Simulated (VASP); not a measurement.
Here is a VASP 6.6.1 calculation.

POSCAR

```
Sb
1.0
    2.1825479877      1.2600946682      3.8074530396
   -2.1825479877      1.2600946682      3.8074530396
    0.0000000000     -2.5201893365      3.8074530396
Sb
2
Direct
    0.7665100000      0.7665100000      0.7665100000
    0.2334900000      0.2334900000      0.2334900000
```

Contents of INCAR.step1:

```
PREC = Accurate
ENCUT = 520
EDIFF = 1E-5
ISMEAR = -1
SIGMA = 0.05
LREAL = F
LASPH = T
NELM = 80
ALGO = Normal
ISIF = 2
LWAVE = T
GGA = PE
NBANDS = 12
```

File INCAR.step2:

```
PREC = Accurate
ENCUT = 520
EDIFF = 1E-6
ISMEAR = -1
SIGMA = 0.05
LREAL = F
LASPH = T
NELM = 80
ALGO = Normal
ISIF = 2
LWAVE = F
LCHARG = T
GGA = B5
LHFCALC = T
AEXX = 0.2
AGGAX = 0.72
AGGAC = 0.81
ALDAC = 0.19
PRECFOCK = Normal
LELF = T
LVHAR = T
ISTART = 1
NBANDS = 12
```

File KPOINTS:

```
Automatic mesh
0
Gamma
  4 4 4
```

Potentials or basis: VASP PAW PBE potentials, release 64 (Sb).

Run with:

```sh
$ cat potpaw_PBE.64/Sb/POTCAR > POTCAR
$ cp INCAR.step1 INCAR
$ mpirun -np 1 vasp_std > vasp.out
$ cp INCAR.step2 INCAR
$ mpirun -np 1 vasp_std > vasp.out
```

Task: Estimate the pressure.

Result: 1.8 GPa.

Task: Estimate the band gap on the k mesh.

Result: 0.86 eV (least direct gap 0.91 eV).

Task: Estimate the largest force.

Result: 0.561 eV/Å.

Stress tensor (GPa, compression positive):
```
1.85 0.00 0.00
0.00 1.85 0.00
0.00 0.00 1.77
```

Caveat: the k points lie up to 0.44 Å⁻¹ apart; the PAW data sets were made with another functional, which shifts forces and pressure a little; spin-orbit coupling is left out, which moves the levels of the heavy elements. A k mesh can miss the band edges.
